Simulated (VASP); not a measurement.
Input of a VASP 6.6.1 run:

INCAR

```
SYSTEM = AlN
PREC     = Accurate       ! precision mode
ENCUT    = 600            ! plane-wave cutoff, eV
EDIFF    = 1E-6           ! SCF threshold, eV
ISMEAR   = -1             ! smearing method
SIGMA    = 0.02           ! smearing width, eV
LREAL    = .FALSE.        ! projectors in reciprocal space
LASPH    = .TRUE.         ! aspherical terms in the spheres
NELM     = 120            ! most SCF steps
ALGO     = Normal         ! electronic algorithm
ISIF     = 2              ! what is computed and relaxed
LWAVE    = .FALSE.        ! write WAVECAR
LCHARG   = .FALSE.        ! write CHGCAR
GGA      = PS             ! functional
NBANDS   = 16             ! bands
GGA_COMPAT= .FALSE.
```

KPOINTS

```
regular mesh
0
G
  6 6 4
  0 0 0
```

Contents of POSCAR:

```
AlN
1.0
    3.3121160000      0.0000000000      0.0000000000
   -1.6560580000      2.8683765963      0.0000000000
    0.0000000000      0.0000000000      4.1875630000
Al N
2 2
Direct
    0.3333330000      0.6666670000      0.7500000000
    0.6666670000      0.3333330000      0.2500000000
    0.3333330000      0.6666670000      0.2500000000
    0.6666670000      0.3333330000      0.7500000000
```

Potentials or basis: VASP PAW PBE potentials, release 64 (Al, N).

Run with:

```bash
$ cat potpaw_PBE.64/Al/POTCAR potpaw_PBE.64/N/POTCAR > POTCAR
$ mpirun -np 1 vasp_std > vasp.out
```

Predict the band gap on the k mesh.

3.19 eV, direct.

Predict the pressure.

-3.6 GPa.

Stress tensor (GPa, compression positive):
```
-3.35  0.00  0.00
 0.00 -3.35  0.00
 0.00  0.00 -4.23
```

Caveat: the PAW data sets were made with another functional, which shifts forces and pressure a little. Expect the measured gap to be larger: semilocal functionals such as PBEsol lack the derivative discontinuity.
